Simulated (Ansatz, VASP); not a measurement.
# Two plane-wave programs on W4N

File INCAR:

```
PREC = Accurate
ENCUT = 520
EDIFF = 1E-7
ISMEAR = 0
SIGMA = 0.1
LREAL = False
LASPH = True
NELM = 100
ALGO = Normal
ISIF = 2
LWAVE = False
LCHARG = True
GGA = PE
LELF = True
LVHAR = True
NBANDS = 38
```

Contents of KPOINTS:

```
regular mesh
0
Gamma
  10 10 10
```

POSCAR

```
W4N
1.0
    4.1217203384      0.0000000000      0.0000000000
    0.0000000000      4.1217203384      0.0000000000
    0.0000000000      0.0000000000      4.1956198610
W N
4 1
Direct
    0.0000000000      0.0000000000      0.0000000000
    0.0000000000      0.5000000000      0.5491051637
    0.5000000000      0.0000000000      0.4508948363
    0.5000000000      0.5000000000      0.0000000000
    0.5000000000      0.5000000000      0.5000000000
```

Input for Ansatz:

```yaml
crystal:
  lattice:
    - [4.1217203384, 0.0, 0.0]
    - [0.0, 4.1217203384, 0.0]
    - [0.0, 0.0, 4.195619861]
  atoms:
    - { symbol: W, position: [0.0, 0.0, 0.0] }
    - { symbol: W, position: [0.0, 0.5, 0.5491051637] }
    - { symbol: W, position: [0.5, 0.0, 0.4508948363] }
    - { symbol: W, position: [0.5, 0.5, 0.0] }
    - { symbol: "N", position: [0.5, 0.5, 0.5] }
basis:
  ecutwfc: 420
kpoints:
  mp_grid: { grid: [10, 10, 10] }
  band_path:
    path:
      - [[0.0, 0.0, 0.0], [0.0, 0.5, 0.0], [0.5, 0.5, 0.0], [0.0, 0.0, 0.0], [0.0, 0.0, 0.5], [0.0, 0.5, 0.5], [0.5, 0.5, 0.5], [0.0, 0.0, 0.5]]
      - [[0.0, 0.5, 0.0], [0.0, 0.5, 0.5]]
      - [[0.5, 0.5, 0.0], [0.5, 0.5, 0.5]]
    npoints: 14
hamiltonian:
  xc: pbe
scf:
  occupations: { method: gaussian, width: 0.1 }
  n_extra_bands: 12
output:
  forces: true
  stress: true
  eigenvalues: true
  populations: true
  dos: { projected: true, de: 0.02, nscf_kmesh: { grid: [12, 12, 12] } }
  bader: true
  write_density: true
  write_potential: true
  elf: true
  volumetric_format: npy
```

Alike in both runs: task single point; functional PBE; k mesh 10 × 10 × 10; occupations gaussian, width 0.1 eV; no spin polarisation.

|  | VASP | Ansatz |
| --- | --- | --- |
| version | VASP 6.6.1 | Ansatz 0.2.0 |
| potentials or method | VASP PAW PBE potentials, release 64 (W_sv, N), cutoff 520 eV | scalar-relativistic, plane waves, PAW |
| valence electrons in the cell | 61 | 61 |

VASP gave:

```
gap on the k mesh at the Fermi level (eV)                     : none
pressure (GPa)                                                : 0.9
traceless stress, the component that is largest in VASP (GPa) : -0.06
```

**Question.** Estimate Ansatz's values.

**Answer.** gap on the k mesh at the Fermi level (eV): none; pressure (GPa): 0.0; traceless stress, the component that is largest in VASP (GPa): -0.03.

A gap of «none» marks a metal or a gap that the smearing closes.

Neither program's run includes spin-orbit coupling.
